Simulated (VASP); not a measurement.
# CsI in VASP: a series of runs

Runs on CsI. Level: LDA. Tasks: single point.

Program: VASP 6.6.1. These are calculated values, not measurements. Logs are shortened: lines on timing, memory, paths and dates and some standing lists are left out, and cuts for length are marked.

**1. The cell of the first run**

Symmetry: Pm-3m, No. 221, cubic system. The conventional cell has a = 4.567 Å, b = 4.567 Å, c = 4.567 Å, α = 90.00°, β = 90.00°, γ = 90.00°. Cs (site symmetry m-3m) has 8 I at 3.95 Å and 6 Cs at 4.57 Å within 5.2 Å. I (site symmetry m-3m) has 8 Cs at 3.95 Å and 6 I at 4.57 Å within 5.2 Å.

**2. Single point, LDA**

Input file INCAR:

```
ALGO = Normal ; EDIFF = 1E-6
ENCUT = 500 ; GGA_COMPAT = False
ISIF = 2 ; ISMEAR = 0
LASPH = True ; LCHARG = False
LREAL = False ; LWAVE = False
NBANDS = 15 ; NELM = 120
PREC = Accurate ; SIGMA = 0.01
```

Input file KPOINTS:

```
Automatic mesh
0
Gamma
  4 4 4
  0.5 0.5 0.5
```

Input file POSCAR:

```
CsI
1.0
    4.5667000000      0.0000000000      0.0000000000
    0.0000000000      4.5667000000      0.0000000000
    0.0000000000      0.0000000000      4.5667000000
Cs I
1 1
Direct
    0.0000000000      0.0000000000      0.0000000000
    0.5000000000      0.5000000000      0.5000000000
```

Potentials or basis: VASP PAW LDA potentials, release 64 (Cs_sv, I).

Started as:

```console
cat potpaw_LDA.64/Cs_sv/POTCAR potpaw_LDA.64/I/POTCAR > POTCAR
mpirun -np 1 vasp_std > vasp.out
```

OUTCAR:

```text
EDIFF = 1E-6
   ENCUT = 500
   ISIF = 2
   ISMEAR = 0
   LASPH = True
   LREAL = False
   NELM = 120
   PREC = Accurate

 ion  position               nearest neighbor table
   1  0.000  0.000  0.000-
   2  0.500  0.500  0.500-

  LATTYP: Found a simple cubic cell.
 ALAT       =     4.5667000000

  Lattice vectors:

 A1 = (   4.5667000000,   0.0000000000,   0.0000000000)
 A2 = (   0.0000000000,   4.5667000000,   0.0000000000)
 A3 = (   0.0000000000,   0.0000000000,   4.5667000000)

Analysis of symmetry for initial positions (statically):
=====================================================================
 Subroutine PRICEL returns:
 Original cell was already a primitive cell.

 Routine SETGRP: Setting up the symmetry group for a
 simple cubic supercell.

 Subroutine GETGRP returns: Found 48 space group operations
 (whereof 48 operations were pure point group operations)
 out of a pool of 48 trial point group operations.

The static configuration has the point symmetry O_h .

Analysis of symmetry for dynamics (positions and initial velocities):
=====================================================================
 Subroutine PRICEL returns:
 Original cell was already a primitive cell.

 Routine SETGRP: Setting up the symmetry group for a
 simple cubic supercell.

 Subroutine GETGRP returns: Found 48 space group operations
 (whereof 48 operations were pure point group operations)
 out of a pool of 48 trial point group operations.

The dynamic configuration has the point symmetry O_h .

 Subroutine INISYM returns: Found 48 space group operations
 (whereof 48 operations are pure point group operations),
 and found     1 'primitive' translations

----------------------------------------------------------------------------------------

                                     Primitive cell

  volume of cell :      95.2374

  direct lattice vectors                    reciprocal lattice vectors
     4.566700000  0.000000000  0.000000000     0.218976504  0.000000000  0.000000000
     0.000000000  4.566700000  0.000000000     0.000000000  0.218976504  0.000000000
     0.000000000  0.000000000  4.566700000     0.000000000  0.000000000  0.218976504

  length of vectors
     4.566700000  4.566700000  4.566700000     0.218976504  0.218976504  0.218976504

  position of ions in fractional coordinates (direct lattice)
     0.000000000  0.000000000  0.000000000
     0.500000000  0.500000000  0.500000000

  ion indices of the primitive-cell ions
   primitive index   ion index
                 1           1
                 2           2

----------------------------------------------------------------------------------------

 KPOINTS: Automatic mesh

Automatic generation of k-mesh.
 Grid dimensions read from file:
 generate k-points for:    4    4    4

 Generating k-lattice:

  Cartesian coordinates                     Fractional coordinates (reciprocal lattice)
     0.054744126  0.000000000  0.000000000     0.250000000  0.000000000  0.000000000
     0.000000000  0.054744126  0.000000000     0.000000000  0.250000000  0.000000000
     0.000000000  0.000000000  0.054744126     0.000000000  0.000000000  0.250000000

  Length of vectors
     0.054744126  0.054744126  0.054744126

  Shift w.r.t. Gamma in fractional coordinates (k-lattice)
     0.500000000  0.500000000  0.500000000

 Subroutine IBZKPT returns following result:
 ===========================================

 Found      4 irreducible k-points:

 Following reciprocal coordinates:
            Coordinates               Weight
  0.125000  0.125000  0.125000      8.000000
  0.375000  0.125000  0.125000     24.000000
  0.375000  0.375000  0.125000     24.000000
  0.375000  0.375000  0.375000      8.000000
   k-points           NKPTS =      4   k-points in BZ     NKDIM =      4   number of bands    NBANDS=     15
   number of dos      NEDOS =    301   number of ions     NIONS =      2
   total plane-waves  NPLWV =  46656
   dimension x,y,z NGX =    36 NGY =   36 NGZ =   36
   dimension x,y,z NGXF=    72 NGYF=   72 NGZF=   72
   ions per type =               1   1
   NGX,Y,Z   is equivalent  to a cutoff of  13.11, 13.11, 13.11 a.u.
   NGXF,Y,Z  is equivalent  to a cutoff of  26.21, 26.21, 26.21 a.u.
 SYSTEM =  unknown system
   PREC   = accura    normal or accurate (medium, high low for compatibility)
   ISTART =      0    job   : 0-new  1-cont  2-samecut
   ICHARG =      2    charge: 1-file 2-atom 10-const
   ISPIN  =      1    spin polarized calculation?
   LNONCOLLINEAR =      F non collinear calculations
   LSORBIT =      F    spin-orbit coupling
   LASPH  =      T    aspherical Exc in radial PAW
   ENCUT  =  500.0 eV  36.75 Ry    6.06 a.u.   8.33  8.33  8.33*2*pi/ulx,y,z
   NELM   =    120;   NELMIN=  2; NELMDL= -5     # of ELM steps
   EDIFF  = 0.1E-05   stopping-criterion for ELM
   LREAL  =      F    real-space projection
   EDIFFG = 0.1E-04   stopping-criterion for IOM
   NSW    =      0    number of steps for IOM
   IBRION =     -1    ionic relax: 0-MD 1-quasi-New 2-CG
   NFREE  =      0    steps in history (QN), initial steepest desc. (CG)
   ISIF   =      2    stress and relaxation
   ISYM   =      2    0-nonsym 1-usesym 2-fastsym
   POTIM  = 0.5000    time-step for ionic-motion
   TEBEG  =    0.0;   TEEND  =   0.0 temperature during run
   PSTRESS=    0.0 pullay stress
   NELECT =      16.0000    total number of electrons
   NUPDOWN=      -1.0000    fix difference up-down
   EMIN   =  10.00;   EMAX   =-10.00  energy-range for DOS
   EFERMI =   0.00;   METHOD = LEGACY
   ISMEAR =     0;   SIGMA  =   0.01  broadening in eV -4-tet -1-fermi 0-gaus
   EFERMI_NEDOS =   21; number of points for ismear=-14 and -15
   IALGO  =     38    algorithm
   IMIX   =      4    mixing-type and parameters
     AMIX     =   0.40;   BMIX     =  1.00
     AMIX_MAG =   1.60;   BMIX_MAG =  1.00
  volume/ion in A,a.u.               =      47.62       321.35
  Fermi-wavevector in a.u.,A,eV,Ry     =   0.903328  1.707043 11.102385  0.816002
  Thomas-Fermi vector in A             =   2.026641
   LORBIT       =      0    0 simple, 1 ext, 2 COOP (PROOUT), +10 PAW based schemes
   GGA     = CA    functional components
   LHFCALC =     F    Hartree Fock is set to
   AEXX    =    0.0000 exact exchange contribution
   IVDW    =     0    specifies the selected vdW correction
   LEPSILON=     F    determine dielectric tensor
   LRPA    =     F    only Hartree local field effects (RPA)
 non-spin polarized calculation
 Gauss-broadening in eV      SIGMA  =   0.01
  energy-cutoff  :      500.00
  volume of cell :       95.24
 maximum number of plane-waves:      2424
 NGX is ok and might be reduce to    36
   NGX = 17   NGY = 17   NGZ = 17

 number of electron      16.0000003 magnetization

 Free energy of the ion-electron system (eV)
  ---------------------------------------------------
  ext. energy  EPLUGINS =         0.00000000
  ---------------------------------------------------
  free energy    TOTEN  =        -6.14563780 eV

  energy without entropy =       -6.14563780  energy(sigma->0) =       -6.14563780

 E-fermi :   0.4982     XC(G=0):  -8.0822

 val. band max:        0.3831473642   @ k =   0.3750   0.1250   0.1250
 cond. band min:       5.1342997134   @ k =   0.1250   0.1250   0.1250
 fundamental gap:      4.7511523491
 Fermi energy:         0.4981798008

 k-point     1 :       0.1250    0.1250    0.1250
  band No.  band energies     occupation
      1     -19.6668      2.00000
      2     -10.0626      2.00000
      3      -6.4241      2.00000
      4      -6.4241      2.00000
      5      -6.3346      2.00000
      6       0.0903      2.00000
      7       0.3648      2.00000
      8       0.3648      2.00000
      9       5.1343      0.00000
     10       5.2385      0.00000
     11       5.2385      0.00000
     12       7.8509      0.00000
     13       7.8509      0.00000
     14       8.8444      0.00000
     15      10.3539      0.00000

 k-point     2 :       0.3750    0.1250    0.1250
  band No.  band energies     occupation
      1     -19.6490      2.00000
      2     -10.0381      2.00000
      3      -6.5659      2.00000
      4      -6.3707      2.00000
      5      -6.3706      2.00000
      6      -0.6430      2.00000
      7       0.2271      2.00000
      8       0.3831      2.00000
      9       5.6951      0.00000
     10       6.1467      0.00000
     11       6.7346      0.00000
     12       7.5739      0.00000
     13       7.9009      0.00000
     14       8.0512      0.00000
     15       9.0906      0.00000

 k-point     3 :       0.3750    0.3750    0.1250
  band No.  band energies     occupation
      1     -19.6325      2.00000
      2      -9.9339      2.00000
      3      -6.6931      2.00000
      4      -6.6305      2.00000
      5      -6.3400      2.00000
      6      -0.3626      2.00000
      7      -0.2076      2.00000
      8       0.3745      2.00000
      9       5.2757      0.00000
     10       5.9765      0.00000
     11       6.8000      0.00000
     12       7.0709      0.00000
     13       8.3656      0.00000
     14       8.6954      0.00000
     15      10.1014      0.00000

 k-point     4 :       0.3750    0.3750    0.3750
  band No.  band energies     occupation
      1     -19.6167      2.00000
      2      -9.8462      2.00000
      3      -6.6235      2.00000
      4      -6.6134      2.00000
      5      -6.6134      2.00000
      6      -0.5078      2.00000
      7      -0.5078      2.00000
      8      -0.3326      2.00000
      9       6.3375      0.00000
     10       7.0531      0.00000
     11       7.0531      0.00000
     12       7.9894      0.00000
     13       8.3241      0.00000
     14       8.3241      0.00000
     15      10.7824      0.00000

------------------------ aborting loop because EDIFF is reached ----------------------------------------

  FORCE on cell =-STRESS in cart. coord.  units (eV):
  Direction    XX          YY          ZZ          XY          YZ          ZX
  --------------------------------------------------------------------------------------
  -------------------------------------------------------------------------------------
  Total       -0.8244378     -0.8244378     -0.8244378     -0.0000000      0.0000000     -0.0000000
  in kB      -13.8695070    -13.8695070    -13.8695070     -0.0000000      0.0000000     -0.0000000
  external PRESSURE =     -13.8695070 kB  Pullay stress =       0.0000000 kB

 VOLUME and BASIS-vectors are now :
 -----------------------------------------------------------------------------
  energy-cutoff  :      500.00
  volume of cell :       95.24
      direct lattice vectors                 reciprocal lattice vectors
     4.566700000  0.000000000  0.000000000     0.218976504  0.000000000  0.000000000
     0.000000000  4.566700000  0.000000000     0.000000000  0.218976504  0.000000000
     0.000000000  0.000000000  4.566700000     0.000000000  0.000000000  0.218976504

 POSITION                                       TOTAL-FORCE (eV/Angst)
 -----------------------------------------------------------------------------------
      0.00000      0.00000      0.00000         0.000000      0.000000      0.000000
      2.28335      2.28335      2.28335         0.000000      0.000000      0.000000
 -----------------------------------------------------------------------------------
    total drift:                                0.000000      0.000000      0.000000

  FREE ENERGIE OF THE ION-ELECTRON SYSTEM (eV)
  ---------------------------------------------------
  free  energy   TOTEN  =        -6.1456377951 eV

  energy  without entropy=       -6.1456377951  energy(sigma->0) =       -6.14563780
```

It took 4.6 s on 1 thread of Intel Xeon Platinum 8375C at 2.90GHz (Ice Lake), shared host; peak memory 0.16 GiB.

What came out:

```
Free energy            : -6.1456 eV
Pressure               : -1.4 GPa
Band gap on the k mesh : 4.75 eV, indirect (least direct gap 4.77 eV)
```

Levels at points of the mesh, in eV from the valence-band top:
```csv
k point,band 4,band 5,band 6,band 7,band 8,band 9,band 10,band 11,band 12,band 13
"(0.12, 0.12, 0.12)",-6.81,-6.72,-0.29,-0.02,-0.02,4.75,4.86,4.86,7.47,7.47
```

Caveat: spin-orbit coupling is left out, which moves the levels of the heavy elements.

**3. Single point, LDA**

Input file INCAR:

```
PREC = Accurate
ENCUT = 500
EDIFF = 1E-6
ISMEAR = 0
SIGMA = 0.01
LREAL = False
LASPH = True
NELM = 120
ALGO = Normal
ISIF = 2
LWAVE = False
LCHARG = False
GGA = CA
NBANDS = 15
GGA_COMPAT = False
```

KPOINTS is that of step 2.

Edit POSCAR of step 2 so:

```diff
@@ -9,2 +9,2 @@
     0.0000000000      0.0000000000      0.0000000000
-    0.5000000000      0.5000000000      0.5000000000
+    0.5000000000      0.5000000000      0.5021897650
```

Potentials or basis: VASP PAW LDA potentials, release 64 (Cs_sv, I).

Started as:

```console
cat potpaw_LDA.64/Cs_sv/POTCAR potpaw_LDA.64/I/POTCAR > POTCAR
mpirun -np 1 vasp_std > vasp.out
```

It took 6 s on 1 thread of Intel Xeon Platinum 8375C at 2.90GHz (Ice Lake), shared host; peak memory 0.16 GiB.

Results (log left out):

```
Free energy            : -6.1456 eV
Pressure               : -1.4 GPa
Largest force          : 0.006 eV/Å
Band gap on the k mesh : 4.75 eV, indirect (least direct gap 4.77 eV)
```

Forces in eV/Å, atoms in the order of the input:
```
Cs   0.000  0.000  0.006
I    0.000  0.000 -0.006
```

Levels at points of the mesh, in eV from the valence-band top:
```csv
k point,band 5,band 6,band 7,band 8,band 9,band 10,band 11,band 12
"(0.12, 0.12, 0.12)",-6.72,-0.29,-0.02,-0.02,4.75,4.86,4.86,7.47
```

Caveat: spin-orbit coupling is left out, which moves the levels of the heavy elements.
